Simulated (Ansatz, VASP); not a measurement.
# AlFe: VASP beside Ansatz

Contents of INCAR:

```
PREC = Accurate ; ENCUT = 520
EDIFF = 1E-7 ; ISMEAR = 0
SIGMA = 0.1 ; LREAL = False
LASPH = True ; NELM = 150
ALGO = Fast ; ISIF = 2
LWAVE = False ; LCHARG = False
ISPIN = 2 ; MAGMOM = 0 0.75
LORBIT = 11 ; LMAXMIX = 4
GGA = PS ; NBANDS = 16
```

File KPOINTS:

```
regular mesh
0
Gamma
  14 14 14
```

The input POSCAR:

```
AlFe
1.0
    2.7869304547      0.0000000000      0.0000000000
    0.0000000000      2.7869304547      0.0000000000
    0.0000000000      0.0000000000      2.7869304547
Al Fe
1 1
Direct
    0.0000000000      0.0000000000      0.0000000000
    0.5000000000      0.5000000000      0.5000000000
```

Input for Ansatz:

```yaml
crystal:
  lattice:
    - [2.7869304547, 0.0, 0.0]
    - [0.0, 2.7869304547, 0.0]
    - [0.0, 0.0, 2.7869304547]
  atoms:
    - { symbol: Al, position: [0.0, 0.0, 0.0] }
    - { symbol: Fe, position: [0.5, 0.5, 0.5], spin: 0.75 }
basis:
  ecutwfc: 420
kpoints:
  mp_grid: { grid: [14, 14, 14] }
hamiltonian:
  xc: pbesol
scf:
  occupations: { method: gaussian, width: 0.1 }
output:
  forces: true
  stress: true
  eigenvalues: true
  populations: true
magnetization:
  spin_polarized: true
```

Alike in both runs: task single point; functional PBEsol; k mesh 14 × 14 × 14; occupations gaussian, width 0.1 eV; collinear spin.

|  | VASP | Ansatz |
| --- | --- | --- |
| version | VASP 6.6.1 | Ansatz 0.2.0 |
| potentials or method | VASP PAW PBE potentials, release 64 (Al, Fe), cutoff 520 eV | scalar-relativistic, plane waves, PAW |
| valence electrons in the cell | 11 | 19 |

```csv
,VASP,Ansatz,Ansatz less VASP
gap on the k mesh at the Fermi level (eV),none,none,-
pressure (GPa),13.7,13.4,-0.29
net moment per atom (μB),0.31,0.32,+0.001
size of the moment on the site where the two differ most (μB),0.65,0.64,-0.009
```

VASP's potentials were made for PBE, not for PBEsol. Site moments also hang on the region over which each program counts them. A gap of «none» marks a metal or a gap that the smearing closes. The functional is the same, so the differences come from potentials, cutoffs and numerics. VASP's potentials hold 11 valence electrons a cell and Ansatz's 19, so a difference there can come from the potentials and not from the codes.
